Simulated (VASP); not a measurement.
A run of VASP 6.6.1:

Contents of POSCAR:

```
La3Sb
1.0
    4.6471202473      0.0000000000      0.0000000000
    0.0000000000      4.6471202473      0.0000000000
    0.0000000000      0.0000000000      4.6471202473
Sb La
1 3
Direct
    0.0000000000      0.0000000000      0.0000000000
    0.0000000000      0.5000000000      0.5000000000
    0.5000000000      0.0000000000      0.5000000000
    0.5000000000      0.5000000000      0.0000000000
```

INCAR.step1

```
SYSTEM = La3Sb
  PREC = Accurate
  ENCUT = 520
  ISMEAR = -1
  SIGMA = 0.05
  LREAL = .False.
  LASPH = .True.
  NELM = 150
  LMAXMIX = 6
  LDAU = .True.
  LDAUTYPE = 2
  LDAUL = -1 3
  LDAUU = 0 5
  LDAUJ = 0 0
  NBANDS = 27
  GGA = PE
  ALGO = Normal
  EDIFF = 1E-4
  LWAVE = .True.
  LCHARG = .False.
```

File INCAR.step2:

```
SYSTEM = La3Sb
  PREC = Accurate
  ENCUT = 520
  EDIFF = 1E-6
  ISMEAR = -1
  SIGMA = 0.05
  LREAL = .False.
  LASPH = .True.
  NELM = 150
  ALGO = Normal
  ISIF = 2
  LWAVE = .False.
  LCHARG = .False.
  LMAXMIX = 6
  LDAU = .True.
  LDAUTYPE = 2
  LDAUL = -1 3
  LDAUU = 0 5
  LDAUJ = 0 0
  LDAUPRINT = 1
  METAGGA = R2SCAN
  LMIXTAU = .True.
  NBANDS = 27
  ISTART = 1
```

File KPOINTS:

```
Automatic mesh
0
Gamma
  7 7 7
  0 0 0
```

Potentials or basis: VASP PAW PBE potentials, release 64 (Sb, La).

The run is started by

```bash
$ cat potpaw_PBE.64/Sb/POTCAR potpaw_PBE.64/La/POTCAR > POTCAR
$ cp INCAR.step1 INCAR
$ mpirun -np 1 vasp_std > vasp.out
$ cp INCAR.step2 INCAR
$ mpirun -np 1 vasp_std > vasp.out
```

Hardware: 1 thread of Intel(R) Xeon(R) Platinum 8488C (Sapphire Rapids) (shared host).

Q: How long does it take, and how much memory?

A: Wall time 3.7 min on 1 thread of Intel(R) Xeon(R) Platinum 8488C (Sapphire Rapids), on a shared host, peak memory 0.25 GiB. Counts: k points 20.
